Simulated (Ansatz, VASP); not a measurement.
## One calculation of ScCu, two programs

INCAR

```
SYSTEM = ScCu
PREC = Accurate
ENCUT = 520
EDIFF = 1E-6
ISMEAR = -1
SIGMA = 0.05
LREAL = .False.
LASPH = .True.
NELM = 100
ALGO = Normal
ISIF = 2
LWAVE = .False.
LCHARG = .False.
GGA = CA
NBANDS = 18
```

File KPOINTS:

```
regular mesh
0
Gamma
  11 11 11
  0 0 0
```

POSCAR

```
ScCu
1.0
    3.2451102866      0.0000000000      0.0000000000
    0.0000000000      3.2451102866      0.0000000000
    0.0000000000      0.0000000000      3.2451102866
Sc Cu
1 1
Direct
    0.5000000000      0.5000000000      0.5000000000
    0.0000000000      0.0000000000      0.0000000000
```

Input for Ansatz:

```yaml
crystal:
  lattice:
    - [3.2451102866, 0.0, 0.0]
    - [0.0, 3.2451102866, 0.0]
    - [0.0, 0.0, 3.2451102866]
  atoms:
    - { symbol: Sc, position: [0.5, 0.5, 0.5] }
    - { symbol: Cu, position: [0.0, 0.0, 0.0] }
kpoints:
  mp_grid: { grid: [11, 11, 11] }
  band_path:
    path:
      - [0.0, 0.0, 0.0]
      - [0.0, 0.5, 0.0]
      - [0.5, 0.5, 0.0]
      - [0.0, 0.0, 0.0]
      - [0.5, 0.5, 0.5]
      - [0.0, 0.5, 0.0]
      - [0.5, 0.5, 0.5]
      - [0.5, 0.5, 0.0]
    npoints: 5
scf:
  occupations: { method: fermi_dirac, width: 0.05 }
hamiltonian:
  xc: lda
  pseudopotentials: { kind: all_electron, lapw: { basis_error: 0.0005 } }
output:
  forces: true
  stress: true
  eigenvalues: true
```

Change from the starting cell: volume scaled by 0.99.

Alike in both runs: task single point; functional LDA; k mesh 11 × 11 × 11; occupations fermi-dirac, width 0.05 eV; no spin polarisation.

|  | VASP | Ansatz |
| --- | --- | --- |
| version | VASP 6.6.1 | Ansatz 0.2.0 |
| potentials or method | VASP PAW LDA potentials, release 64 (Sc_sv, Cu), cutoff 520 eV | all-electron LAPW, scalar-relativistic |

|  | VASP | Ansatz | Ansatz less VASP |
| --- | --- | --- | --- |
| pressure (GPa) | -6.2 | -6.8 | -0.65 |

LDA's correlation is that of Perdew and Zunger in VASP and of Perdew and Wang (1992) in Ansatz. Ansatz ran all-electron here, and VASP with PAW potentials.
